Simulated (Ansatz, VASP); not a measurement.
One calculation of MgO, two programs

The input POSCAR:

```
MgO
1.0
    2.9380209034      0.0000000000      0.0000000000
   -1.4690104517      2.5444007392      0.0000000000
    0.0000000000      0.0000000000      2.6796800000
Mg O
1 1
Direct
    0.0000000000      0.0000000000      0.0000000000
    0.3333333333      0.6666666667      0.5000000000
```

File INCAR.step1:

```
SYSTEM = MgO
PREC = Accurate
ENCUT = 520
ISMEAR = 0
SIGMA = 0.05
LREAL = .False.
LASPH = .True.
NELM = 80
NBANDS = 11
GGA = PE
ALGO = Normal
EDIFF = 1E-4
LWAVE = .True.
LCHARG = .False.
```

File INCAR.step2:

```
SYSTEM = MgO
PREC = Accurate
ENCUT = 520
EDIFF = 1E-7
ISMEAR = 0
SIGMA = 0.05
LREAL = .False.
LASPH = .True.
NELM = 80
ALGO = Normal
ISIF = 2
LWAVE = .False.
LCHARG = .True.
METAGGA = R2SCAN
LMIXTAU = .True.
LELF = .True.
LVHAR = .True.
NBANDS = 11
ISTART = 1
```

Contents of KPOINTS:

```
Automatic mesh
0
Gamma
  9 9 8
  0 0 0
```

Input for Ansatz:

```yaml
crystal:
  lattice:
    - [2.9380209034, 0.0, 0.0]
    - [-1.4690104517, 2.5444007392, 0.0]
    - [0.0, 0.0, 2.67968]
  atoms:
    - { symbol: Mg, position: [0.0, 0.0, 0.0] }
    - { symbol: O, position: [0.3333333333, 0.6666666667, 0.5] }
basis:
  ecutwfc: 500
kpoints:
  mp_grid: { grid: [9, 9, 8] }
hamiltonian:
  xc: r2scan
scf:
  occupations: { method: gaussian, width: 0.05 }
output:
  forces: true
  stress: true
  eigenvalues: true
  write_density: true
  write_potential: true
  elf: true
  volumetric_format: npy
```

Alike in both runs: task single point; functional r2SCAN; k mesh 9 × 9 × 8; occupations gaussian, width 0.05 eV; no spin polarisation.

|  | VASP | Ansatz |
| --- | --- | --- |
| version | VASP 6.6.1 | Ansatz 0.2.0 |
| potentials or method | VASP PAW PBE potentials, release 64 (Mg, O), cutoff 520 eV | scalar-relativistic, plane waves, PAW |
| valence electrons in the cell | 8 | 16 |

```csv
,VASP,Ansatz,Ansatz less VASP
gap on the k mesh at the Fermi level (eV),3.76,3.78,+0.026
least direct gap on the mesh (eV),4.17,4.19,+0.022
pressure (GPa),-6.2,-5.2,+1.04
"traceless stress, the component that is largest in VASP (GPa)",-0.71,-0.55,+0.157
```

VASP's potentials were made for PBE, not for r2SCAN. VASP's potentials hold 8 valence electrons a cell and Ansatz's 16, so a difference there can come from the potentials and not from the codes.
